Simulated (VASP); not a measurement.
The system is TiGe4.

```
Ti Ge
1.0
    -2.09155    2.09155    5.03991
     2.09155   -2.09155    5.03991
     2.09155    2.09155   -5.03991
Ti Ge
1 4
Direct
  0.00000 0.00000 0.00000
  0.61705 0.61705 0.00000
  0.75000 0.25000 0.50000
  0.25000 0.75000 0.50000
  0.38295 0.38295 0.00000
```

| Quantity | Value |
| --- | --- |
| Program | VASP 6.6.1 |
| Task | relaxation of cell and atoms |
| Functional | PBE |
| Potentials or basis | VASP PAW PBE potentials, release 64 (Ti_sv, Ge_d) |
| Cutoff | 600 eV |
| k mesh | 6 × 6 × 6 |
| Occupations | gaussian, width 0.1 eV |
| Spin | no spin polarisation |

At the start: pressure 13.0 GPa; volume 17.64 Å³/atom.

Question: Where does the relaxation end?

Answer: Over 22 steps the energy falls by 441.8 meV/atom and the volume is 19.20 Å³/atom (+8.9 %); space group I4/mmm (No. 139, to 0.05 Å).

Step by step:
```
step  energy change (eV)  largest force (eV/Å)  pressure (GPa)  volume (Å³)
   1              0.0000                1.2619           13.04        88.19
   2             -0.4929                0.1725           -3.11       107.82
   3             -0.5517                0.1127           -0.10       102.16
   4             -0.5890                0.3215           -0.34       102.40
   5             -0.6910                0.8304           -0.83       102.91
   6             -1.0982                1.4570           -2.11       103.03
   7             -1.7876                1.5991           -2.84       100.06
   8             -1.8399                1.5429           -2.35        99.08
   9             -1.8663                1.4620           -2.13        98.85
  10             -1.8827                1.3718           -1.88        98.58
  11             -1.8748                1.2249           -1.42        97.98
  12             -1.8862                1.3047           -1.65        98.37
  13             -1.9204                1.2645           -1.42        97.98
  14             -2.0117                1.1102           -0.63        96.80
  15             -2.1360                0.7098            1.20        94.46
  16             -2.0312                1.2563            6.62        89.81
  17             -2.1629                0.4655            2.27        93.28
  18             -2.1682                0.1654            3.15        92.39
  19             -2.2005                0.1071            1.53        94.25
  20             -2.2032                0.2113            0.95        94.95
  21             -2.2084                0.0630            0.33        95.62
  22             -2.2090                0.0143           -0.01        96.00
```

Final structure:
```cif
data_structure
_symmetry_space_group_name_H-M 'P 1'
_symmetry_Int_Tables_number 1
_cell_length_a 7.6563
_cell_length_b 7.6563
_cell_length_c 7.6563
_cell_angle_alpha 152.424
_cell_angle_beta 152.424
_cell_angle_gamma 39.394
_cell_volume 96.00
loop_
_atom_site_label
_atom_site_type_symbol
_atom_site_fract_x
_atom_site_fract_y
_atom_site_fract_z
_atom_site_occupancy
Ti1 Ti 0.00000 0.00000 0.00000 1
Ge1 Ge 0.58721 0.58721 0.00000 1
Ge2 Ge 0.75000 0.25000 0.50000 1
Ge3 Ge 0.25000 0.75000 0.50000 1
Ge4 Ge 0.41279 0.41279 0.00000 1
```
